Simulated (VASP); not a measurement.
Si, 4 atoms in the cell. The structure is tetragonal, space group I4/mmm (No. 139). Conventional cell: a = 6.294 Å, b = 6.294 Å, c = 3.696 Å, α = 90.00°, β = 90.00°, γ = 90.00°. Si (site symmetry m2m) has 4 Si at 2.23 to 2.27 Å within 2.9 Å. 

- Program: VASP 6.6.1
- Task: single point
- Functional: LDA
- Potentials or basis: VASP PAW LDA potentials, release 64 (Si)
- Cutoff: 520 eV
- k mesh: 10 × 10 × 10
- Occupations: gaussian, width 0.01 eV
- Spin: no spin polarisation
- Dipole correction: no
- Further INCAR settings: ALGO = Normal; EDIFF = 1e-07; NBANDS = 16

Potentials or basis: VASP PAW LDA potentials, release 64 (Si).

Command:

```sh
$ cat potpaw_LDA.64/Si/POTCAR > POTCAR
$ mpirun -np 1 vasp_std > vasp.out
```

Hardware: 1 thread of Intel Xeon 8259CL, on a shared host.

**Question.** Estimate the wall time of this run.

**Answer.** Run time: 2.6 min on 1 thread of Intel Xeon 8259CL, with other jobs on the host, peak memory 0.22 GiB. Counts: scf iterations 14, k points 102.
